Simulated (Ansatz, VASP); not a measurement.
**Two plane-wave programs on NbC2**

```
Nb C
1.0
     4.66838    0.00000    0.00000
     0.00000    4.66838    0.00000
     0.00000    0.00000    4.66838
Nb C
2 4
Cartesian
  0.0000 0.0000 0.0000
  2.3342 2.3342 2.3342
  3.5013 3.5013 3.5013
  1.1671 1.1671 3.5013
  1.1671 3.5013 1.1671
  3.5013 1.1671 1.1671
```

Alike in both runs: functional PBE; k mesh 4 × 4 × 4; occupations gaussian, width 0.1 eV; no spin polarisation.

Ansatz relaxed the structure, and its values are those at the end. VASP's run is a single point on that final structure, the one shown.

```csv
,VASP,Ansatz
version,VASP 6.6.1,Ansatz 0.2.0
potentials or method,"VASP PAW PBE potentials, release 64 (Nb_sv, C), cutoff 520 eV","scalar-relativistic, plane waves, PAW"
valence electrons in the cell,42,42
```

|  | VASP | Ansatz | Ansatz less VASP |
| --- | --- | --- | --- |
| gap on the k mesh at the Fermi level (eV) | none | none | - |
| pressure (GPa) | -0.1 | 0.2 | +0.26 |

A gap of «none» marks a metal or a gap that the smearing closes.
